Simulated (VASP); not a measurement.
Runs of VASP 6.6.1 on MnS (Rambergite). The structure is that of space group P6_3mc (No. 186), or close to it. The cells are those of the table. 

| cell | k mesh | gap on the mesh (eV) | pressure (GPa) | largest force (eV/Å) |
| --- | --- | --- | --- | --- |
| a = 3.452, b = 3.452, c = 6.013 Å, angles 90.0, 90.0, 120.0°, 4 atoms | 12 × 12 × 6 | none | 0.1 | - |
| a = 3.510, b = 3.510, c = 6.045 Å, angles 90.0, 90.0, 120.0°, 4 atoms | 12 × 12 × 6 | none | -4.4 | 0.01 |
| a = 3.480, b = 3.480, c = 6.033 Å, angles 90.0, 90.0, 120.0°, 4 atoms | 12 × 12 × 6 | none | -2.3 | - |
| a = 3.421, b = 3.421, c = 5.997 Å, angles 90.0, 90.0, 120.0°, 4 atoms | 12 × 12 × 6 | none | 2.8 | 0.01 |
| a = 3.381, b = 3.381, c = 6.014 Å, angles 90.0, 90.0, 120.0°, 4 atoms | 12 × 12 × 6 | none | (a) | - |
| a = 3.461, b = 3.461, c = 5.987 Å, angles 90.0, 90.0, 120.0°, 4 atoms | 10 × 10 × 6 | none | 0.1 | - |

Alike in all rows: task single point; level PBE; potentials or basis VASP PAW PBE potentials, release 64 (Mn_pv, S); no spin polarisation; cutoff (eV) 520; smearing gaussian 0.05 eV.

Fill in the values left out.

(a) 5.6.

Caveats: the run has no spin polarisation, though such a crystal can be magnetic; semilocal functionals often make such compounds metallic where correlation or magnetic order opens a gap, which also shifts bond lengths.

A gap of «none» marks levels without a gap at the run's occupations.
